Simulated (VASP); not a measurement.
# Zn (Im-3m) in VASP: a series of runs

The runs below take Zn through single point, with LDA.

Program: VASP 6.6.1. These are calculated values, not measurements. Logs are shortened: lines on timing, memory, paths and dates and some standing lists are left out, and cuts for length are marked.

**1. The cell of the first run**

Symmetry: Im-3m, No. 229, cubic system. The conventional cell has a = 3.029 Å, b = 3.029 Å, c = 3.029 Å, α = 90.00°, β = 90.00°, γ = 90.00°. Zn (site symmetry m-3m) has 14 Zn at 2.62 to 3.03 Å within 3.5 Å.

**2. Single point, LDA (functional LDA, strained)**

INCAR reads:

```
SYSTEM = Zn
ALGO     = Normal         ! electronic algorithm
EDIFF    = 1E-6           ! SCF threshold, eV
ENCUT    = 520            ! plane-wave cutoff, eV
GGA      = CA             ! functional
ISIF     = 2              ! what is computed and relaxed
ISMEAR   = 0              ! smearing method
LASPH    = .TRUE.         ! aspherical terms in the spheres
LCHARG   = .TRUE.         ! write CHGCAR
LELF     = .TRUE.         ! ELF
LREAL    = .FALSE.        ! projectors in reciprocal space
LVHAR    = .TRUE.       
LWAVE    = .FALSE.        ! write WAVECAR
NBANDS   = 12             ! bands
NELM     = 80             ! most SCF steps
PREC     = Accurate       ! precision mode
SIGMA    = 0.1            ! smearing width, eV
```

KPOINTS reads:

```
k-points
0
G
  18 18 18
  0 0 0
```

POSCAR reads:

```
Zn
1.0
   -1.5146855583      1.5146855583      1.5146855583
    1.5146855583     -1.5146855583      1.5146855583
    1.5146855583      1.5146855583     -1.5146855583
Zn
1
Direct
    0.0000000000      0.0000000000      0.0000000000
```

Potentials or basis: VASP PAW LDA potentials, release 64 (Zn).

Launch:

```console
> cat potpaw_LDA.64/Zn/POTCAR > POTCAR
> mpirun -np 1 vasp_std > vasp.out
```

OUTCAR:

```text
SYSTEM = Zn
   EDIFF = 1E-6
   ENCUT = 520
   GGA = CA
   ISIF = 2
   ISMEAR = 0
   LASPH = .TRUE.
   LREAL = .FALSE.
   NELM = 80
   PREC = Accurate

 ion  position               nearest neighbor table
   1  0.000  0.000  0.000-

  LATTYP: Found a body centered cubic cell.
 ALAT       =     3.0293711166

  Lattice vectors:

 A1 = (  -1.5146855583,   1.5146855583,   1.5146855583)
 A2 = (   1.5146855583,  -1.5146855583,   1.5146855583)
 A3 = (   1.5146855583,   1.5146855583,  -1.5146855583)

Analysis of symmetry for initial positions (statically):
=====================================================================
 Subroutine PRICEL returns:
 Original cell was already a primitive cell.

 Routine SETGRP: Setting up the symmetry group for a
 body centered cubic supercell.

 Subroutine GETGRP returns: Found 48 space group operations
 (whereof 48 operations were pure point group operations)
 out of a pool of 48 trial point group operations.

The static configuration has the point symmetry O_h .

Analysis of symmetry for dynamics (positions and initial velocities):
=====================================================================
 Subroutine PRICEL returns:
 Original cell was already a primitive cell.

 Routine SETGRP: Setting up the symmetry group for a
 body centered cubic supercell.

 Subroutine GETGRP returns: Found 48 space group operations
 (whereof 48 operations were pure point group operations)
 out of a pool of 48 trial point group operations.

The dynamic configuration has the point symmetry O_h .

 Subroutine INISYM returns: Found 48 space group operations
 (whereof 48 operations are pure point group operations),
 and found     1 'primitive' translations

----------------------------------------------------------------------------------------

                                     Primitive cell

  volume of cell :      13.9004

  direct lattice vectors                    reciprocal lattice vectors
    -1.514685558  1.514685558  1.514685558     0.000000000  0.330101517  0.330101517
     1.514685558 -1.514685558  1.514685558     0.330101517  0.000000000  0.330101517
     1.514685558  1.514685558 -1.514685558     0.330101517  0.330101517  0.000000000

  length of vectors
[... 78 lines left out ...]
   ENCUT  =  520.0 eV  38.22 Ry    6.18 a.u.   4.88  4.88  4.88*2*pi/ulx,y,z
   NELM   =     80;   NELMIN=  2; NELMDL= -5     # of ELM steps
   EDIFF  = 0.1E-05   stopping-criterion for ELM
   LREAL  =      F    real-space projection
   EDIFFG = 0.1E-04   stopping-criterion for IOM
   NSW    =      0    number of steps for IOM
   IBRION =     -1    ionic relax: 0-MD 1-quasi-New 2-CG
   NFREE  =      0    steps in history (QN), initial steepest desc. (CG)
   ISIF   =      2    stress and relaxation
   ISYM   =      2    0-nonsym 1-usesym 2-fastsym
   POTIM  = 0.5000    time-step for ionic-motion
   TEBEG  =    0.0;   TEEND  =   0.0 temperature during run
   PSTRESS=    0.0 pullay stress
   NELECT =      12.0000    total number of electrons
   NUPDOWN=      -1.0000    fix difference up-down
   EMIN   =  10.00;   EMAX   =-10.00  energy-range for DOS
   EFERMI =   0.00;   METHOD = LEGACY
   ISMEAR =     0;   SIGMA  =   0.10  broadening in eV -4-tet -1-fermi 0-gaus
   EFERMI_NEDOS =   21; number of points for ismear=-14 and -15
   IALGO  =     38    algorithm
   IMIX   =      4    mixing-type and parameters
     AMIX     =   0.40;   BMIX     =  1.00
     AMIX_MAG =   1.60;   BMIX_MAG =  1.00
  volume/ion in A,a.u.               =      13.90        93.80
  Fermi-wavevector in a.u.,A,eV,Ry     =   1.558808  2.945721 33.060578  2.429884
  Thomas-Fermi vector in A             =   2.662259
   LORBIT       =      0    0 simple, 1 ext, 2 COOP (PROOUT), +10 PAW based schemes
   GGA     = CA    functional components
   LHFCALC =     F    Hartree Fock is set to
   AEXX    =    0.0000 exact exchange contribution
   IVDW    =     0    specifies the selected vdW correction
   LEPSILON=     F    determine dielectric tensor
   LRPA    =     F    only Hartree local field effects (RPA)
 non-spin polarized calculation
 Gauss-broadening in eV      SIGMA  =   0.10
  energy-cutoff  :      520.00
  volume of cell :       13.90
 maximum number of plane-waves:       384
   NGX =  9   NGY =  9   NGZ =  9

 number of electron      11.9999978 magnetization

 Free energy of the ion-electron system (eV)
  ---------------------------------------------------
  ext. energy  EPLUGINS =         0.00000000
  ---------------------------------------------------
  free energy    TOTEN  =        -1.77462390 eV

  energy without entropy =       -1.77299815  energy(sigma->0) =       -1.77381102

 E-fermi :   3.7107     XC(G=0): -12.3867

 val. band max:        3.6941918617   @ k =  -0.4444   0.5000   0.1111
 cond. band min:       3.7111176834   @ k =   0.3889   0.1667  -0.0000
 fundamental gap:      0.0169258217
 Fermi energy:         3.7106955168

 k-point     1 :       0.0000    0.0000    0.0000
  band No.  band energies     occupation
      1      -7.5633      2.00000
      2      -4.4902      2.00000
      3      -4.4902      2.00000
      4      -4.4902      2.00000
      5      -3.8832      2.00000
      6      -3.8832      2.00000
      7      24.2000      0.00000
      8      24.2000      0.00000
      9      24.2000      0.00000
     10      25.4368      0.00000
     11      25.4368      0.00000
     12      25.4368      0.00000
[... 331 lines left out ...]
 k-point    24 :       0.3889    0.1111    0.0000
  band No.  band energies     occupation
      1      -5.1759      2.00000
      2      -4.8159      2.00000
      3      -3.9494      2.00000
      4      -3.9136      2.00000
      5      -3.6420      2.00000
      6       0.0470      2.00000
      7       4.2704      0.00000
      8      13.0021      0.00000
      9      16.2145      0.00000
     10      21.6918      0.00000
     11      24.8583      0.00000
     12      29.7786      0.00000

 [... further k-points ...]
[... 5 lines left out ...]
  --------------------------------------------------------------------------------------
  -------------------------------------------------------------------------------------
  Total       -0.0583732     -0.0583732     -0.0583732      0.0000000     -0.0000000      0.0000000
  in kB       -6.7281698     -6.7281698     -6.7281698      0.0000000     -0.0000000      0.0000000
  external PRESSURE =      -6.7281698 kB  Pullay stress =       0.0000000 kB

 VOLUME and BASIS-vectors are now :
 -----------------------------------------------------------------------------
  energy-cutoff  :      520.00
  volume of cell :       13.90
      direct lattice vectors                 reciprocal lattice vectors
    -1.514685558  1.514685558  1.514685558     0.000000000  0.330101517  0.330101517
     1.514685558 -1.514685558  1.514685558     0.330101517  0.000000000  0.330101517
     1.514685558  1.514685558 -1.514685558     0.330101517  0.330101517  0.000000000

 POSITION                                       TOTAL-FORCE (eV/Angst)
 -----------------------------------------------------------------------------------
      0.00000      0.00000      0.00000         0.000000     -0.000000     -0.000000
 -----------------------------------------------------------------------------------
    total drift:                                0.000000     -0.000000      0.000000

  FREE ENERGIE OF THE ION-ELECTRON SYSTEM (eV)
  ---------------------------------------------------
  free  energy   TOTEN  =        -1.7746238975 eV

  energy  without entropy=       -1.7729981466  energy(sigma->0) =       -1.77381102
```

Run time: 17 s. Hardware: 1 thread of Intel Xeon 6975P-C, shared host; peak memory 0.14 GiB.

What came out:

```
Free energy            : -1.7746 eV
Pressure               : -0.7 GPa
Band gap on the k mesh : zero (band 6 reaches 7.97 eV, above the bottom of band 7 at 2.81 eV)
```

Levels at points of the mesh, in eV from the Fermi level:
```tsv
k point	band 2	band 3	band 4	band 5	band 6	band 7	band 8	band 9	band 10	band 11
(0.00, 0.00, 0.00)	-8.20	-8.20	-8.20	-7.59	-7.59	20.49	20.49	20.49	21.73	21.73
(0.50, 0.00, 0.00)	-8.57	-7.63	-7.55	-7.19	-3.12	-0.90	11.98	13.34	16.20	18.02
(0.50, 0.50, 0.50)	-8.88	-7.29	-7.29	-7.29	4.26	4.26	4.26	8.52	9.04	9.04
```

Caveat: the cell differs from its parent crystal (functional LDA, strained).

**3. Single point, LDA (functional LDA, strained)**

INCAR reads:

```
PREC = Accurate
ENCUT = 520
EDIFF = 1E-6
ISMEAR = 0
SIGMA = 0.1
LREAL = False
LASPH = True
NELM = 60
ALGO = Normal
ISIF = 2
LWAVE = False
LCHARG = True
LELF = True
LVHAR = True
NBANDS = 12
```

KPOINTS reads:

```
regular mesh
0
Gamma
  18 18 18
```

POSCAR reads:

```
Zn
1.0
   -1.5371855489      1.5371855489      1.5371855489
    1.5371855489     -1.5371855489      1.5371855489
    1.5371855489      1.5371855489     -1.5371855489
Zn
1
Direct
    0.0000000000      0.0000000000      0.0000000000
```

Potentials or basis: VASP PAW LDA potentials, release 64 (Zn).

Launch:

```console
> cat potpaw_LDA.64/Zn/POTCAR > POTCAR
> mpirun -np 1 vasp_std > vasp.out
```

Run time: 16 s. Hardware: 1 thread of Intel Xeon 6975P-C, shared host; peak memory 0.14 GiB.

The run converged. Its results:

| Item | Value |
| --- | --- |
| Free energy | -1.7644 eV |
| Pressure | -4.2 GPa |
| Band gap on the k mesh | zero (band 6 reaches 7.55 eV, above the bottom of band 7 at 2.37 eV) |

Levels at points of the mesh, in eV from the Fermi level:
| k point | band 4 | band 5 | band 6 | band 7 | band 8 | band 9 |
| --- | --- | --- | --- | --- | --- | --- |
| (0.00, 0.00, 0.00) | -8.02 | -7.45 | -7.45 | 19.75 | 19.75 | 19.75 |
| (0.50, 0.00, 0.00) | -7.42 | -7.08 | -2.88 | -0.94 | 11.64 | 13.07 |
| (0.50, 0.50, 0.50) | -7.17 | -7.17 | 4.23 | 4.23 | 4.23 | 8.00 |

Caveat: the cell differs from its parent crystal (functional LDA, strained).
